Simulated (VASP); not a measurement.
A run of VASP 6.6.1:

Contents of INCAR:

```
PREC = Accurate
ENCUT = 520
EDIFF = 1E-7
ISMEAR = 0
SIGMA = 0.15
LREAL = False
LASPH = True
NELM = 100
ALGO = Normal
ISIF = 2
LWAVE = False
LCHARG = False
GGA = PE
NBANDS = 12
```

The input KPOINTS:

```
regular mesh
0
Gamma
  20 20 20
```

The input POSCAR:

```
Zn
1.0
    0.0000000000      2.0630148000      2.0630148000
    2.0630148000      0.0000000000      2.0630148000
    2.0630148000      2.0630148000      0.0000000000
Zn
1
Direct
    0.0000000000      0.0000000000      0.0000000000
```

Potentials or basis: VASP PAW PBE potentials, release 64 (Zn).

Command:

```console
$ cat potpaw_PBE.64/Zn/POTCAR > POTCAR
$ mpirun -np 1 vasp_std > vasp.out
```

Hardware: 1 thread of Intel Xeon 8259CL, with other jobs on the host.

Question: Estimate the wall time of this run.

Answer: Wall time 25 s on 1 thread of Intel Xeon 8259CL, with other jobs on the host, peak memory 0.18 GiB. Counts: scf iterations 12, k points 256.
